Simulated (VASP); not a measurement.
Write the native input for VASP 6.6.1 that does the following.

```
Task                   : relaxation of cell and atoms
Functional             : r2SCAN
Dispersion             : rVV10
Potentials or basis    : VASP PAW PBE potentials, release 64 (Ga_d, P)
Cutoff                 : 600 eV
k mesh                 : 8 × 8 × 8
Occupations            : fermi-dirac, width 0.03 eV
Spin                   : no spin polarisation
Dipole correction      : no
Further INCAR settings : ALGO = Normal; EDIFF = 1e-06; IBRION = 2; EDIFFG = -0.01; NSW = 100; ISIF = 3
```

The system is GaP.

```xyz
2
Lattice="0.0000 2.5443 2.5443 2.5443 0.0000 2.5443 2.5443 2.5443 0.0000" Properties=species:S:1:pos:R:3 pbc="T T T"
Ga    0.0000    0.0000    0.0000
P     2.5443    2.5443    2.5443
```

These files were run (other wordings do the same):

POSCAR

```
GaP
1.0
    0.0000000000      2.5442628593      2.5442628593
    2.5442628593      0.0000000000      2.5442628593
    2.5442628593      2.5442628593      0.0000000000
Ga P
1 1
Direct
    0.0000000000      0.0000000000      0.0000000000
    0.5000000000      0.5000000000      0.5000000000
```

INCAR.step1

```
SYSTEM = GaP
ALGO = Normal ; EDIFF = 1E-4
ENCUT = 600 ; GGA = PE
ISMEAR = -1 ; LASPH = .True.
LCHARG = .False. ; LREAL = .False.
LWAVE = .True. ; NELM = 80
PREC = Accurate ; SIGMA = 0.03
```

INCAR.step2

```
SYSTEM = GaP
ALGO = Normal ; BPARAM = 11.95
CPARAM = 0.0093 ; EDIFF = 1E-6
EDIFFG = -0.01 ; ENCUT = 600
IBRION = 2 ; ISIF = 3
ISMEAR = -1 ; ISTART = 1
IVDW_NL = 2 ; LASPH = .True.
LCHARG = .False. ; LMIXTAU = .True.
LREAL = .False. ; LUSE_VDW = .True.
LWAVE = .False. ; METAGGA = R2SCAN
NELM = 80 ; NSW = 100
PREC = Accurate ; SIGMA = 0.03
```

KPOINTS

```
k-points
0
Gamma
  8 8 8
  0 0 0
```

Potentials or basis: VASP PAW PBE potentials, release 64 (Ga_d, P).

The run is started by

```sh
$ cat potpaw_PBE.64/Ga_d/POTCAR potpaw_PBE.64/P/POTCAR > POTCAR
$ cp INCAR.step1 INCAR
$ mpirun -np 1 vasp_std > vasp.out
$ cp INCAR.step2 INCAR
$ mpirun -np 1 vasp_std > vasp.out
```

It gave:

```yaml
Relaxed_volume: 16.58 Å³/atom
Relaxed_cell: a = 3.606 Å, b = 3.606 Å, c = 3.606 Å, α = 60.00°, β = 60.00°, γ = 60.00°
Space_group_after_relaxing_to_0.05_Å: Fm-3m (No. 225)
Energy_gained_by_relaxing: 0.2 meV/atom
Ionic_steps: 3
Pressure_after_relaxing: 0.1 GPa
Band_gap_on_the_k_mesh: zero (band 9 reaches 7.15 eV, above the bottom of band 10 at 3.74 eV)
```

Caveat: the PAW data sets were made with another functional, which shifts forces and pressure a little.

It took 2.5 min on 1 thread of AMD EPYC 9R45 96-Core Processor (Zen 5) (shared host), peak memory 0.27 GiB.
